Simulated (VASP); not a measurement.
# Al2W2O (P6/mmm) in VASP: relaxation of cell and atoms with PBE

Aim: the relaxation of cell and atoms of Al2W2O with PBE.

Program: VASP 6.6.1. These are calculated values, not measurements. Logs are shortened: lines on timing, memory, paths and dates and some standing lists are left out, and cuts for length are marked.

### 1 The cell of the first run

The structure is hexagonal, space group P6/mmm (No. 191). The conventional cell has a = 3.300 Å, b = 3.300 Å, c = 8.105 Å, α = 90.00°, β = 90.00°, γ = 120.00°. Al (site symmetry -6m2) has 3 O at 1.91 Å and 3 Al at 1.91 Å within 2.5 Å. W (site symmetry 6mm) has 1 O at 1.81 Å within 2.4 Å. Within 2.4 Å of O (site symmetry 6/mmm) lie 2 W at 1.81 Å and 6 Al at 1.91 Å.

The cell was generated, and may not be a known phase.

### 2 Relaxation of cell and atoms, PBE

File INCAR:

```
SYSTEM = Al2W2O
ALGO = Normal ; EDIFF = 1E-7
EDIFFG = -0.04 ; ENCUT = 1340
GGA = PE ; GGA_COMPAT = .False.
IBRION = 2 ; ISIF = 3
ISMEAR = 0 ; LASPH = .True.
LCHARG = .False. ; LREAL = .False.
LWAVE = .False. ; NELM = 120
NELMIN = 4 ; NSW = 90
PREC = Accurate ; SIGMA = 0.1
```

File KPOINTS:

```
k-points
0
Gamma
  6 6 2
  0 0 0
```

File POSCAR:

```
Al2W2O
1.0
    3.3004121900      0.0000000000      0.0000000000
   -1.6502060900      2.8582408000      0.0000000000
    0.0000000000      0.0000000000      8.1052433500
Al W O
2 2 1
Direct
    0.3333333300      0.6666666700      0.0000000000
    0.6666666700      0.3333333300      0.0000000000
    0.0000000000      0.0000000000      0.7762020700
    0.0000000000      0.0000000000      0.2237979300
    0.0000000000      0.0000000000      0.0000000000
```

Potentials or basis: VASP PAW PBE potentials, release 64 (Al, W_sv, O_h).

Command:

```bash
cat potpaw_PBE.64/Al/POTCAR potpaw_PBE.64/W_sv/POTCAR potpaw_PBE.64/O_h/POTCAR > POTCAR
mpirun -np 1 vasp_std > vasp.out
```

OUTCAR:

```text
SYSTEM = Al2W2O
   EDIFF = 1E-7
   EDIFFG = -0.04
   ENCUT = 1340
   GGA = PE
   IBRION = 2
   ISIF = 3
   ISMEAR = 0
   LASPH = .True.
   LREAL = .False.
   NELM = 120
   NELMIN = 4
   NSW = 90
   PREC = Accurate

 ion  position               nearest neighbor table
   1  0.333  0.667  0.000-   5 1.91   2 1.91   2 1.91   5 1.91   5 1.91   2 1.91   4 2.63   3 2.63
                             3 2.63   4 2.63   3 2.63   4 2.63
   2  0.667  0.333  0.000-   5 1.91   1 1.91   1 1.91   5 1.91   5 1.91   1 1.91   4 2.63   3 2.63
                             4 2.63   3 2.63   4 2.63   3 2.63
   3  0.000  0.000  0.776-   5 1.81   2 2.63   1 2.63   1 2.63   2 2.63   2 2.63   1 2.63
   4  0.000  0.000  0.224-   5 1.81   2 2.63   1 2.63   1 2.63   2 2.63   2 2.63   1 2.63
   5  0.000  0.000  0.000-   3 1.81   4 1.81   1 1.91   2 1.91   1 1.91   2 1.91   2 1.91   1 1.91

  LATTYP: Found a hexagonal cell.
 ALAT       =     3.3004121900
 C/A-ratio  =     2.4558276007

  Lattice vectors:

 A1 = (   3.3004121900,   0.0000000000,   0.0000000000)
 A2 = (  -1.6502060900,   2.8582408000,   0.0000000000)
 A3 = (   0.0000000000,   0.0000000000,   8.1052433500)

Analysis of symmetry for initial positions (statically):
=====================================================================
 Subroutine PRICEL returns:
 Original cell was already a primitive cell.

 Routine SETGRP: Setting up the symmetry group for a
 hexagonal supercell.

 Subroutine GETGRP returns: Found 24 space group operations
 (whereof 24 operations were pure point group operations)
 out of a pool of 24 trial point group operations.

The static configuration has the point symmetry D_6h.

Analysis of symmetry for dynamics (positions and initial velocities):
=====================================================================
 Subroutine PRICEL returns:
 Original cell was already a primitive cell.

 Routine SETGRP: Setting up the symmetry group for a
 hexagonal supercell.

 Subroutine GETGRP returns: Found 24 space group operations
 (whereof 24 operations were pure point group operations)
 out of a pool of 24 trial point group operations.

The dynamic configuration has the point symmetry D_6h.

 Subroutine INISYM returns: Found 24 space group operations
 (whereof 24 operations are pure point group operations),
 and found     1 'primitive' translations

----------------------------------------------------------------------------------------

                                     Primitive cell

  volume of cell :      76.4598

[... 79 lines left out ...]
   LSORBIT =      F    spin-orbit coupling
   LASPH  =      T    aspherical Exc in radial PAW
   ENCUT  = 1340.0 eV  98.49 Ry    9.92 a.u.   9.85  9.85 24.19*2*pi/ulx,y,z
   NELM   =    120;   NELMIN=  4; NELMDL= -5     # of ELM steps
   EDIFF  = 0.1E-06   stopping-criterion for ELM
   LREAL  =      F    real-space projection
   EDIFFG = -.4E-01   stopping-criterion for IOM
   NSW    =     90    number of steps for IOM
   IBRION =      2    ionic relax: 0-MD 1-quasi-New 2-CG
   NFREE  =      1    steps in history (QN), initial steepest desc. (CG)
   ISIF   =      3    stress and relaxation
   ISYM   =      2    0-nonsym 1-usesym 2-fastsym
   POTIM  = 0.5000    time-step for ionic-motion
   TEBEG  =    0.0;   TEEND  =   0.0 temperature during run
   PSTRESS=    0.0 pullay stress
   NELECT =      40.0000    total number of electrons
   NUPDOWN=      -1.0000    fix difference up-down
   EMIN   =  10.00;   EMAX   =-10.00  energy-range for DOS
   EFERMI =   0.00;   METHOD = LEGACY
   ISMEAR =     0;   SIGMA  =   0.10  broadening in eV -4-tet -1-fermi 0-gaus
   EFERMI_NEDOS =   21; number of points for ismear=-14 and -15
   IALGO  =     38    algorithm
   IMIX   =      4    mixing-type and parameters
     AMIX     =   0.40;   BMIX     =  1.00
     AMIX_MAG =   1.60;   BMIX_MAG =  1.00
  volume/ion in A,a.u.               =      15.29       103.20
  Fermi-wavevector in a.u.,A,eV,Ry     =   1.319118  2.492773 23.675139  1.740074
  Thomas-Fermi vector in A             =   2.449040
   LORBIT       =      0    0 simple, 1 ext, 2 COOP (PROOUT), +10 PAW based schemes
   GGA     = PE    functional components
   LHFCALC =     F    Hartree Fock is set to
   AEXX    =    0.0000 exact exchange contribution
   IVDW    =     0    specifies the selected vdW correction
   LEPSILON=     F    determine dielectric tensor
   LRPA    =     F    only Hartree local field effects (RPA)
 conjugate gradient relaxation of ions
 non-spin polarized calculation
 Gauss-broadening in eV      SIGMA  =   0.10
  energy-cutoff  :     1340.00
  volume of cell :       76.46
 maximum number of plane-waves:      8576
 NGX is ok and might be reduce to    40
   NGX = 19   NGY = 19   NGZ = 49

--------------------------------------- Ionic step        1  -------------------------------------------

 number of electron      40.0000000 magnetization

 Free energy of the ion-electron system (eV)
  ---------------------------------------------------
  ext. energy  EPLUGINS =         0.00000000
  ---------------------------------------------------
  free energy    TOTEN  =       -19.76701436 eV

  energy without entropy =      -19.75071021  energy(sigma->0) =      -19.75886229

------------------------ aborting loop because EDIFF is reached ----------------------------------------

  FORCE on cell =-STRESS in cart. coord.  units (eV):
  Direction    XX          YY          ZZ          XY          YZ          ZX
  --------------------------------------------------------------------------------------
  -------------------------------------------------------------------------------------
  Total       42.0356135     42.0356135     22.5931302      0.0000001      0.0000000     -0.0000000
  in kB      880.8357182    880.8357185    473.4279913      0.0000015      0.0000000     -0.0000000
  external PRESSURE =     745.0331426 kB  Pullay stress =       0.0000000 kB
[... 871 lines left out ...]
     23       6.2406      0.00000
     24       6.2406      0.00000

[... ionic steps 4 to 43 ...]

--------------------------------------- Ionic step       44  -------------------------------------------

 number of electron      39.9999999 magnetization

------------------------ aborting loop because EDIFF is reached ----------------------------------------
[... 73 lines left out ...]
--------------------------------------- Ionic step       46  -------------------------------------------

 number of electron      39.9999999 magnetization

 Free energy of the ion-electron system (eV)
  ---------------------------------------------------
  ext. energy  EPLUGINS =         0.00000000
  ---------------------------------------------------
  free energy    TOTEN  =       -31.09735181 eV

  energy without entropy =      -31.07221651  energy(sigma->0) =      -31.08478416

 E-fermi :   5.5746     XC(G=0): -10.1620

 val. band max:        5.5132006220   @ k =   0.5000   0.0000   0.0000
 cond. band min:       5.6007069948   @ k =   0.3333   0.1667   0.5000
 fundamental gap:      0.0875063728
 Fermi energy:         5.5745878967
[... 408 lines left out ...]
  FREE ENERGIE OF THE ION-ELECTRON SYSTEM (eV)
  ---------------------------------------------------
  free  energy   TOTEN  =       -31.0973518124 eV

  energy  without entropy=      -31.0722165120  energy(sigma->0) =      -31.08478416

 reached required accuracy - stopping structural energy minimisation
```

CONTCAR:

```text
Al2W2O
   1.00000000000000
     4.2705759025163026    0.0000000016406037   -0.0000000000000000
    -2.1352879433675862    3.6984272204799193    0.0000000000000000
    -0.0000000000000000    0.0000000000000000    6.2780942586086832
  Al              W               O
     2     2     1
Direct
     0.3333333300000021    0.6666666699999979    0.0000000000000000
     0.6666666699999979    0.3333333300000021    0.0000000000000000
     0.0000000000000000    0.0000000000000000    0.6793565218118247
     0.0000000000000000    0.0000000000000000    0.3206434781881752
     0.0000000000000000    0.0000000000000000    0.0000000000000000

  0.00000000E+00  0.00000000E+00  0.00000000E+00
  0.00000000E+00  0.00000000E+00  0.00000000E+00
  0.00000000E+00  0.00000000E+00  0.00000000E+00
  0.00000000E+00  0.00000000E+00  0.00000000E+00
  0.00000000E+00  0.00000000E+00  0.00000000E+00
```

Run time: 36 min. Hardware: 1 thread of Intel Xeon 6975P-C (Granite Rapids), shared host; peak memory 0.56 GiB.

What came out:

```yaml
Free_energy: -31.0974 eV
Relaxed_volume: 19.83 Å³/atom
Relaxed_cell: a = 4.271 Å, b = 4.271 Å, c = 6.278 Å, α = 90.00°, β = 90.00°, γ = 120.00°
Space_group_after_relaxing_to_0.1_Å: P6/mmm (No. 191)
Pressure_after_relaxing: 0.0 GPa
Largest_force_after_relaxing: 0.024 eV/Å
Band_gap_on_the_k_mesh: zero (bands 20 and 21 overlap by 0.67 eV)
```

Forces in eV/Å, atoms in the order of the input:
```
Al   0.000  0.000  0.000
Al   0.000  0.000  0.000
W    0.000  0.000 -0.024
W    0.000  0.000  0.024
O    0.000  0.000  0.000
```

Final structure:
```
Al W O
1.0
     4.27058    0.00000    0.00000
    -2.13529    3.69843    0.00000
     0.00000    0.00000    6.27809
Al W O
2 2 1
Direct
  0.33333 0.66667 0.00000
  0.66667 0.33333 0.00000
  0.00000 0.00000 0.67936
  0.00000 0.00000 0.32064
  0.00000 0.00000 0.00000
```

Levels at points of the mesh, in eV from the Fermi level:
| k point | band 17 | band 18 | band 19 | band 20 | band 21 | band 22 | band 23 | band 24 |
| --- | --- | --- | --- | --- | --- | --- | --- | --- |
| (0.00, 0.00, 0.00) | -1.77 | -0.99 | -0.86 | -0.86 | 0.21 | 0.21 | 1.40 | 1.40 |
| (0.50, 0.00, 0.00) | -1.10 | -1.09 | -1.00 | -0.40 | -0.06 | 0.09 | 1.18 | 1.32 |
| (0.00, 0.00, 0.50) | -1.27 | -1.27 | -0.91 | -0.91 | 0.67 | 0.70 | 2.24 | 2.24 |
| (0.50, 0.00, 0.50) | -1.67 | -1.44 | 0.09 | 0.18 | 0.69 | 1.05 | 1.32 | 1.41 |

Caveat: the k points lie up to 0.50 Å⁻¹ apart in the final cell, too coarse for converged energies and pressures of a metal; the volume moved by over 15 % at a fixed basis, so the end points are rough; spin-orbit coupling is left out, which moves the levels of the heavy elements.

The gap in the log of VASP goes by the Fermi energy; the results here count the filled bands.